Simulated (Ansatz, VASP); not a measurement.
# Mn: VASP beside Ansatz

File INCAR:

```
ALGO = Normal ; EDIFF = 1E-6
ENCUT = 520 ; GGA = RE
ISIF = 2 ; ISMEAR = -1
ISPIN = 2 ; LASPH = T
LCHARG = T ; LELF = T
LMAXMIX = 4 ; LORBIT = 11
LREAL = F ; LVHAR = T
LWAVE = F ; MAGMOM = 2.479 -2.479
NBANDS = 24 ; NELM = 150
PREC = Accurate ; SIGMA = 0.05
```

File KPOINTS:

```
k-points
0
Gamma
  13 13 13
```

Contents of POSCAR:

```
Mn
1.0
    0.0000000000      2.3796365277      2.3796365277
    2.3796365277      0.0000000000      2.3796365277
    2.3796365277      2.3796365277      0.0000000000
Mn
2
Direct
    0.0000000000      0.0000000000      0.0000000000
    0.5000000000      0.5000000000      0.5000000000
```

Input for Ansatz:

```yaml
crystal:
  lattice:
    - [0.0, 2.3796365277, 2.3796365277]
    - [2.3796365277, 0.0, 2.3796365277]
    - [2.3796365277, 2.3796365277, 0.0]
  atoms:
    - { symbol: Mn, position: [0.0, 0.0, 0.0], spin: 2.479 }
    - { symbol: Mn, position: [0.5, 0.5, 0.5], spin: -2.479 }
hamiltonian:
  xc: revpbe
  pseudopotentials:
    kind: paw
    azcp:
      Mn: "pseudopotentials/Mn.paw.azcp"
basis:
  ecutwfc: 420
  fft_grid_basis: typed
kpoints:
  mp_grid: { grid: [13, 13, 13], shift: [0, 0, 0] }
magnetization:
  spin_polarized: true
scf:
  occupations: { method: fermi_dirac, width: 0.05 }
  lower_state_search: "off"
output:
  stress: true
```

Alike in both runs: task single point; functional revPBE; k mesh 13 × 13 × 13; occupations fermi-dirac, width 0.05 eV; collinear spin.

|  | VASP | Ansatz |
| --- | --- | --- |
| version | VASP 6.6.1 | Ansatz 0.2.0 |
| potentials or method | VASP PAW PBE potentials, release 64 (Mn_pv), cutoff 520 eV | plane waves (420 eV) with PAW, scalar-relativistic |
| valence electrons in the cell | 26 | 30 |

```csv
,VASP,Ansatz,Ansatz less VASP
pressure (GPa),3.8,3.7,-0.12
net moment per atom (μB),0.00,0.00,0.000
size of the moment on the site where the two differ most (μB),2.45,2.33,-0.124
```

VASP's potentials were made for PBE, not for revPBE. Site moments also hang on the region over which each program counts them. With one functional, cell and mesh, what is left measures potentials, basis and numerics. VASP's potentials hold 26 valence electrons a cell and Ansatz's 30, so a difference there can come from the potentials and not from the codes.
